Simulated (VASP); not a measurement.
The system is C.

```
C
1.0
     0.00000    1.76232    1.76232
     1.76232    0.00000    1.76232
     1.76232    1.76232    0.00000
C
2
Direct
  0.00000 0.00000 0.00000
  0.25000 0.25000 0.25000
```

This cell differs from its parent crystal: strain -1.0%.

Base run:

* Program: VASP 6.6.1
* Functional: r2SCAN
* Potentials or basis: VASP PAW PBE potentials, release 64 (C)
* Cutoff: 520 eV
* k mesh: 12 × 12 × 12
* Occupations: gaussian, width 0.01 eV
* Spin: no spin polarisation

Its results: band gap on the k mesh 4.43 eV, indirect (least direct gap 5.93 eV); pressure 15.6 GPa.

Q: The run is repeated on the same cell with these changes: potentials or basis from VASP PAW PBE potentials, release 64 (C) to VASP PAW PBE potentials, release 64 (C_h); cutoff from 520 eV to 910 eV. What comes out?

A: Band gap on the k mesh 4.46 eV, indirect (least direct gap 5.98 eV); pressure 13.5 GPa.

Caveats: the PAW data sets were made with another functional, which shifts forces and pressure a little; the cutoff is under 1.25 times the usual one of these potentials, so pressure, stress and relaxed cells hold a basis-set (Pulay) error (some runs).

A k mesh can miss the band edges.
